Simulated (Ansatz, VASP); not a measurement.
**GaP: VASP beside Ansatz**

```
Ga P
1.0
     3.85409    0.00000    0.00000
     1.92704    3.33774    0.00000
     1.92704    1.11258    3.14685
Ga P
1 1
Direct
  0.00000 0.00000 0.00000
  0.25000 0.25000 0.25000
```

Alike in both runs: task single point; functional PBE; k mesh 8 × 8 × 8; no spin polarisation.

|  | VASP | Ansatz |
| --- | --- | --- |
| version | VASP 6.6.1 | Ansatz 0.2.0 |
| potentials or method | VASP PAW PBE potentials, release 64 (Ga_d, P), cutoff 500 eV | plane waves, PAW |
| occupations | gaussian, width 0.01 eV | fixed |
| valence electrons in the cell | 18 | 18 |

Ansatz gave:

```
pressure (GPa) : 2.5
```

Q: Which values does VASP return?

A: Pressure (GPa): 2.4.
